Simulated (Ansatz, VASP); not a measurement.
BaTiO3: VASP beside Ansatz

```
CELL_PARAMETERS angstrom
2.82767 1.63255 2.31773
-2.82767 1.63255 2.31773
0.00000 -3.26511 2.31773
ATOMIC_POSITIONS crystal
Ba 0.00000 0.00000 0.00000
Ti 0.51400 0.51400 0.51400
O 0.49160 0.49160 0.98150
O 0.49160 0.98150 0.49160
O 0.98150 0.49160 0.49160
```

Alike in both runs: task single point; functional r2SCAN; k mesh 6 × 6 × 6; occupations gaussian, width 0.02 eV; no spin polarisation; Hubbard terms Ti d U = 4.0 eV.

```csv
,VASP,Ansatz
version,VASP 6.6.1,Ansatz 0.2.0
potentials or method,"VASP PAW PBE potentials, release 64 (Ba_sv, Ti_sv, O), cutoff 520 eV","scalar-relativistic, plane waves, PAW"
valence electrons in the cell,40,40
```

```csv
,VASP,Ansatz,Ansatz less VASP
gap on the k mesh at the Fermi level (eV),3.22,3.22,-0.002
least direct gap on the mesh (eV),3.63,3.60,-0.024
pressure (GPa),7.5,3.4,-4.14
"traceless stress, the component that is largest in VASP (GPa)",-0.56,-0.17,+0.386
rms of the force components (eV/Å),0.479,0.189,-0.2902
```

VASP's potentials were made for PBE, not for r2SCAN. The programs project onto different local orbitals, so the same U acts differently, and such runs can settle in different states. Atom by atom the forces differ by 0.293 eV/Å (rms over components).

Spin-orbit coupling is off throughout.
